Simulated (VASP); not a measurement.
# GaSb (I-4m2) in VASP: notebook

GaSb is run at these levels: LDA; tasks: single point.

All numbers are computed with VASP 6.6.1; they aren't measurements. Logs are shortened: lines on timing, memory, paths and dates and some standing lists are left out, and cuts for length are marked.

## Step 1: The cell of the first run

It takes space group I-4m2 (No. 119, tetragonal). Conventional cell: a = 5.470 Å, b = 5.470 Å, c = 2.923 Å, α = 90.00°, β = 90.00°, γ = 90.00°. Ga (site symmetry -4m2) has 8 Sb at 2.83 to 3.51 Å and 2 Ga at 2.92 Å within 3.7 Å. Sb (site symmetry -4m2) has 8 Ga at 2.83 to 3.51 Å and 2 Sb at 2.92 Å within 3.7 Å.

## Step 2: Single point, LDA

Input file INCAR:

```
SYSTEM = GaSb
PREC = Accurate
ENCUT = 520
EDIFF = 1E-6
ISMEAR = 0
SIGMA = 0.15
LREAL = .False.
LASPH = .True.
NELM = 100
ALGO = Normal
ISIF = 2
LWAVE = .False.
LCHARG = .True.
GGA = CA
LELF = .True.
LVHAR = .True.
NBANDS = 16
```

Input file KPOINTS:

```
regular mesh
0
Gamma
  16 16 16
  0 0 0
```

Input file POSCAR:

```
GaSb
1.0
   -2.7351500000      2.7351500000      1.4617000000
    2.7351500000     -2.7351500000      1.4617000000
    2.7351500000      2.7351500000     -1.4617000000
Ga Sb
1 1
Direct
    0.2500000000      0.7500000000      0.5000000000
    0.0000000000      0.0000000000      0.0000000000
```

Potentials or basis: VASP PAW LDA potentials, release 64 (Ga_d, Sb).

The run is started by

```bash
$ cat potpaw_LDA.64/Ga_d/POTCAR potpaw_LDA.64/Sb/POTCAR > POTCAR
$ mpirun -np 1 vasp_std > vasp.out
```

OUTCAR:

```text
SYSTEM = GaSb
   PREC = Accurate
   ENCUT = 520
   EDIFF = 1E-6
   ISMEAR = 0
   LREAL = .False.
   LASPH = .True.
   NELM = 100
   ISIF = 2
   GGA = CA

 ion  position               nearest neighbor table
   1  0.250  0.750  0.500-   2 2.83   2 2.83   2 2.83   2 2.83
   2  0.000  0.000  0.000-   1 2.83   1 2.83   1 2.83   1 2.83

  LATTYP: Found a body centered tetragonal cell.
 ALAT       =     5.4703000000
 C/A-ratio  =     0.5344131035

  Lattice vectors:

 A1 = (  -2.7351500000,   2.7351500000,   1.4617000000)
 A2 = (   2.7351500000,  -2.7351500000,   1.4617000000)
 A3 = (   2.7351500000,   2.7351500000,  -1.4617000000)

Analysis of symmetry for initial positions (statically):
=====================================================================
 Subroutine PRICEL returns:
 Original cell was already a primitive cell.

 Routine SETGRP: Setting up the symmetry group for a
 body centered tetragonal supercell.

 Subroutine GETGRP returns: Found  8 space group operations
 (whereof  8 operations were pure point group operations)
 out of a pool of 16 trial point group operations.

The static configuration has the point symmetry D_2d.

Analysis of symmetry for dynamics (positions and initial velocities):
=====================================================================
 Subroutine PRICEL returns:
 Original cell was already a primitive cell.

 Routine SETGRP: Setting up the symmetry group for a
 body centered tetragonal supercell.

 Subroutine GETGRP returns: Found  8 space group operations
 (whereof  8 operations were pure point group operations)
 out of a pool of 16 trial point group operations.

The dynamic configuration has the point symmetry D_2d.

 Subroutine INISYM returns: Found  8 space group operations
 (whereof  8 operations are pure point group operations),
 and found     1 'primitive' translations

----------------------------------------------------------------------------------------

                                     Primitive cell

  volume of cell :      43.7402

  direct lattice vectors                    reciprocal lattice vectors
    -2.735150000  2.735150000  1.461700000     0.000000000  0.182805331  0.342067456
     2.735150000 -2.735150000  1.461700000     0.182805331  0.000000000  0.342067456
     2.735150000  2.735150000 -1.461700000     0.182805331  0.182805331  0.000000000

  length of vectors
     4.135052350  4.135052350  4.135052350     0.387850400  0.387850400  0.258525778

  position of ions in fractional coordinates (direct lattice)
     0.250000000  0.750000000  0.500000000
     0.000000000  0.000000000  0.000000000

  ion indices of the primitive-cell ions
   primitive index   ion index
                 1           1
                 2           2

----------------------------------------------------------------------------------------

 KPOINTS: regular mesh

Automatic generation of k-mesh.
 Grid dimensions read from file:
 generate k-points for:   16   16   16

 Generating k-lattice:

  Cartesian coordinates                     Fractional coordinates (reciprocal lattice)
     0.000000000  0.011425333  0.021379216     0.062500000  0.000000000  0.000000000
     0.011425333  0.000000000  0.021379216     0.000000000  0.062500000  0.000000000
     0.011425333  0.011425333  0.000000000     0.000000000  0.000000000  0.062500000

  Length of vectors
     0.024240650  0.024240650  0.016157861

  Shift w.r.t. Gamma in fractional coordinates (k-lattice)
     0.000000000  0.000000000  0.000000000

 Subroutine IBZKPT returns following result:
 ===========================================

 Found    349 irreducible k-points:

 Following reciprocal coordinates:
            Coordinates               Weight
  0.000000  0.000000  0.000000      1.000000
  0.062500  0.000000  0.000000      8.000000
  0.125000  0.000000  0.000000      8.000000
  0.187500  0.000000  0.000000      8.000000
  0.250000  0.000000  0.000000      8.000000
  0.312500  0.000000  0.000000      8.000000
[... 16 lines left out ...]
 -0.125000  0.062500  0.000000     16.000000
 -0.062500  0.062500  0.000000      4.000000
 [... further k-points ...]
   k-points           NKPTS =    349   k-points in BZ     NKDIM =    349   number of bands    NBANDS=     16
   number of dos      NEDOS =    301   number of ions     NIONS =      2
   total plane-waves  NPLWV =  32768
   dimension x,y,z NGX =    32 NGY =   32 NGZ =   32
   dimension x,y,z NGXF=    64 NGYF=   64 NGZF=   64
   ions per type =               1   1
   NGX,Y,Z   is equivalent  to a cutoff of  12.87, 12.87, 12.87 a.u.
   NGXF,Y,Z  is equivalent  to a cutoff of  25.73, 25.73, 25.73 a.u.
 SYSTEM =  GaSb
   PREC   = accura    normal or accurate (medium, high low for compatibility)
   ISTART =      0    job   : 0-new  1-cont  2-samecut
   ICHARG =      2    charge: 1-file 2-atom 10-const
   ISPIN  =      1    spin polarized calculation?
   LNONCOLLINEAR =      F non collinear calculations
   LSORBIT =      F    spin-orbit coupling
   LASPH  =      T    aspherical Exc in radial PAW
   ENCUT  =  520.0 eV  38.22 Ry    6.18 a.u.   7.69  7.69  7.69*2*pi/ulx,y,z
   NELM   =    100;   NELMIN=  2; NELMDL= -5     # of ELM steps
   EDIFF  = 0.1E-05   stopping-criterion for ELM
   LREAL  =      F    real-space projection
   EDIFFG = 0.1E-04   stopping-criterion for IOM
   NSW    =      0    number of steps for IOM
   IBRION =     -1    ionic relax: 0-MD 1-quasi-New 2-CG
   NFREE  =      0    steps in history (QN), initial steepest desc. (CG)
   ISIF   =      2    stress and relaxation
   ISYM   =      2    0-nonsym 1-usesym 2-fastsym
   POTIM  = 0.5000    time-step for ionic-motion
   TEBEG  =    0.0;   TEEND  =   0.0 temperature during run
   PSTRESS=    0.0 pullay stress
   NELECT =      18.0000    total number of electrons
   NUPDOWN=      -1.0000    fix difference up-down
   EMIN   =  10.00;   EMAX   =-10.00  energy-range for DOS
   EFERMI =   0.00;   METHOD = LEGACY
   ISMEAR =     0;   SIGMA  =   0.15  broadening in eV -4-tet -1-fermi 0-gaus
   EFERMI_NEDOS =   21; number of points for ismear=-14 and -15
   IALGO  =     38    algorithm
   IMIX   =      4    mixing-type and parameters
     AMIX     =   0.40;   BMIX     =  1.00
     AMIX_MAG =   1.60;   BMIX_MAG =  1.00
  volume/ion in A,a.u.               =      21.87       147.59
  Fermi-wavevector in a.u.,A,eV,Ry     =   1.217696  2.301111 20.174490  1.482783
  Thomas-Fermi vector in A             =   2.353007
   LORBIT       =      0    0 simple, 1 ext, 2 COOP (PROOUT), +10 PAW based schemes
   GGA     = CA    functional components
   LHFCALC =     F    Hartree Fock is set to
   AEXX    =    0.0000 exact exchange contribution
   IVDW    =     0    specifies the selected vdW correction
   LEPSILON=     F    determine dielectric tensor
   LRPA    =     F    only Hartree local field effects (RPA)
 non-spin polarized calculation
 Gauss-broadening in eV      SIGMA  =   0.15
  energy-cutoff  :      520.00
  volume of cell :       43.74
 maximum number of plane-waves:      1200
   NGX = 15   NGY = 15   NGZ = 15

 number of electron      18.0000005 magnetization

 Free energy of the ion-electron system (eV)
  ---------------------------------------------------
  ext. energy  EPLUGINS =         0.00000000
  ---------------------------------------------------
  free energy    TOTEN  =        -8.34949778 eV

  energy without entropy =       -8.34085541  energy(sigma->0) =       -8.34517660

 E-fermi :   7.5573     XC(G=0): -10.9094

 val. band max:        7.5555535828   @ k =   0.3125   0.0625   0.0000
 cond. band min:       7.5693289303   @ k =   0.5000   0.2500   0.1250
 fundamental gap:      0.0137753475
 Fermi energy:         7.5572897081

 k-point     1 :       0.0000    0.0000    0.0000
  band No.  band energies     occupation
      1      -7.6207      2.00000
      2      -7.4881      2.00000
      3      -7.4832      2.00000
      4      -7.4131      2.00000
      5      -7.4131      2.00000
      6      -5.2324      2.00000
[... 8 lines left out ...]
     15      17.9282      0.00000
     16      17.9955      0.00000

 k-point     2 :       0.0625    0.0000    0.0000
  band No.  band energies     occupation
      1      -7.6113      2.00000
      2      -7.4884      2.00000
      3      -7.4819      2.00000
      4      -7.4174      2.00000
      5      -7.4174      2.00000
      6      -5.1440      2.00000
[... 8 lines left out ...]
     15      17.7935      0.00000
     16      18.4805      0.00000

 k-point     3 :       0.1250    0.0000    0.0000
  band No.  band energies     occupation
      1      -7.5844      2.00000
      2      -7.4895      2.00000
      3      -7.4784      2.00000
      4      -7.4297      2.00000
      5      -7.4295      2.00000
      6      -4.8786      2.00000
[... 8 lines left out ...]
     15      17.1899      0.00000
     16      17.3818      0.00000

 k-point     4 :       0.1875    0.0000    0.0000
  band No.  band energies     occupation
      1      -7.5445      2.00000
      2      -7.4911      2.00000
      3      -7.4738      2.00000
      4      -7.4479      2.00000
      5      -7.4469      2.00000
      6      -4.4367      2.00000
[... 8 lines left out ...]
     15      16.2478      0.00000
     16      16.8356      0.00000
[... 324 lines left out ...]
 k-point    22 :      -0.1875    0.0625    0.0000
  band No.  band energies     occupation
      1      -7.5831      2.00000
      2      -7.4924      2.00000
      3      -7.4770      2.00000
      4      -7.4299      2.00000
      5      -7.4288      2.00000
      6      -4.7746      2.00000
[... 8 lines left out ...]
     15      17.2825      0.00000
     16      17.6757      0.00000

 k-point    23 :      -0.1250    0.0625    0.0000
  band No.  band energies     occupation
      1      -7.6103      2.00000
      2      -7.4905      2.00000
      3      -7.4808      2.00000
      4      -7.4176      2.00000
      5      -7.4168      2.00000
      6      -5.0746      2.00000
[... 8 lines left out ...]
     15      18.0538      0.00000
     16      18.5318      0.00000

 k-point    24 :      -0.0625    0.0625    0.0000
  band No.  band energies     occupation
      1      -7.6202      2.00000
      2      -7.4891      2.00000
      3      -7.4826      2.00000
      4      -7.4132      2.00000
      5      -7.4128      2.00000
      6      -5.1977      2.00000
[... 8 lines left out ...]
     15      18.0332      0.00000
     16      18.1030      0.00000

 [... further k-points ...]

------------------------ aborting loop because EDIFF is reached ----------------------------------------

  FORCE on cell =-STRESS in cart. coord.  units (eV):
  Direction    XX          YY          ZZ          XY          YZ          ZX
  --------------------------------------------------------------------------------------
  -------------------------------------------------------------------------------------
  Total       -0.0311996     -0.0311996      1.2947542      0.0000000     -0.0000000      0.0000000
  in kB       -1.1428230     -1.1428230     47.4260941      0.0000000     -0.0000000      0.0000000
  external PRESSURE =      15.0468160 kB  Pullay stress =       0.0000000 kB

 VOLUME and BASIS-vectors are now :
 -----------------------------------------------------------------------------
  energy-cutoff  :      520.00
  volume of cell :       43.74
      direct lattice vectors                 reciprocal lattice vectors
    -2.735150000  2.735150000  1.461700000     0.000000000  0.182805331  0.342067456
     2.735150000 -2.735150000  1.461700000     0.182805331  0.000000000  0.342067456
     2.735150000  2.735150000 -1.461700000     0.182805331  0.182805331  0.000000000

 POSITION                                       TOTAL-FORCE (eV/Angst)
 -----------------------------------------------------------------------------------
      2.73515      0.00000      0.73085        -0.000000     -0.000000      0.000000
      0.00000      0.00000      0.00000         0.000000      0.000000     -0.000000
 -----------------------------------------------------------------------------------
    total drift:                                0.000000     -0.000000      0.000000

  FREE ENERGIE OF THE ION-ELECTRON SYSTEM (eV)
  ---------------------------------------------------
  free  energy   TOTEN  =        -8.3494977842 eV

  energy  without entropy=       -8.3408554132  energy(sigma->0) =       -8.34517660
```

Run time: 2.1 min. Hardware: 1 thread of Intel Xeon Platinum 8488C (Sapphire Rapids), shared host; peak memory 0.36 GiB.

What came out:

- Free energy: -8.3495 eV
- Pressure: 1.5 GPa
- Band gap on the k mesh: zero (bands 9 and 10 overlap by 4.66 eV)

Levels at points of the mesh, in eV from the Fermi level:
| k point | band 7 | band 8 | band 9 | band 10 | band 11 | band 12 |
| --- | --- | --- | --- | --- | --- | --- |
| (0.00, 0.00, 0.00) | -3.57 | -2.47 | -2.47 | 3.00 | 6.82 | 6.97 |
| (0.50, 0.00, 0.00) | -5.95 | -2.66 | -1.42 | -1.34 | 2.39 | 3.34 |
| (0.50, 0.50, 0.00) | -8.75 | -0.47 | 1.45 | 1.64 | 1.85 | 6.13 |
| (0.50, 0.50, 0.50) | -6.56 | -5.63 | -5.63 | 5.19 | 6.59 | 10.28 |

Caveat: spin-orbit coupling is left out, which moves the levels of the heavy elements.

## Step 3: Single point, LDA

Input file INCAR:

```
SYSTEM = GaSb
ALGO = Normal
EDIFF = 1E-6
ENCUT = 520
ISIF = 2
ISMEAR = 0
LASPH = .TRUE.
LCHARG = .FALSE.
LREAL = .FALSE.
LWAVE = .FALSE.
NBANDS = 16
NELM = 100
PREC = Accurate
SIGMA = 0.15
```

Input file KPOINTS:

```
k-points
0
G
  16 16 16
  0 0 0
```

Input file POSCAR:

```
GaSb
1.0
   -2.6903114696      2.6903114696      1.5130000000
    2.6903114696     -2.6903114696      1.5130000000
    2.6903114696      2.6903114696     -1.5130000000
Ga Sb
1 1
Direct
    0.2500000000      0.7500000000      0.5000000000
    0.0000000000      0.0000000000      0.0000000000
```

Potentials or basis: VASP PAW LDA potentials, release 64 (Ga_d, Sb).

The run is started by

```bash
$ cat potpaw_LDA.64/Ga_d/POTCAR potpaw_LDA.64/Sb/POTCAR > POTCAR
$ mpirun -np 1 vasp_std > vasp.out
```

Run time: 2.3 min. Hardware: 1 thread of Intel Xeon Platinum 8488C (Sapphire Rapids), shared host; peak memory 0.36 GiB.

It converged, with:

* Free energy: -8.3773 eV
* Pressure: 1.2 GPa
* Band gap on the k mesh: zero (bands 9 and 10 overlap by 4.99 eV)

Stress tensor (GPa, compression positive):
```
0.83 0.00 0.00
0.00 0.83 0.00
0.00 0.00 1.94
```

Levels at points of the mesh, in eV from the Fermi level:
| k point | band 5 | band 6 | band 7 | band 8 | band 9 | band 10 | band 11 | band 12 | band 13 | band 14 |
| --- | --- | --- | --- | --- | --- | --- | --- | --- | --- | --- |
| (0.00, 0.00, 0.00) | -15.00 | -12.72 | -3.01 | -2.22 | -2.22 | 3.21 | 5.96 | 7.40 | 7.40 | 8.31 |
| (0.50, 0.00, 0.00) | -14.96 | -8.37 | -6.03 | -2.58 | -1.57 | -1.34 | 2.33 | 3.43 | 5.42 | 8.15 |
| (0.50, 0.50, 0.00) | -14.99 | -11.10 | -8.68 | -0.13 | 1.69 | 2.14 | 2.28 | 5.29 | 7.18 | 9.05 |
| (0.50, 0.50, 0.50) | -14.99 | -9.75 | -6.35 | -5.55 | -5.55 | 4.18 | 5.58 | 10.98 | 10.98 | 12.97 |

Caveat: spin-orbit coupling is left out, which moves the levels of the heavy elements.
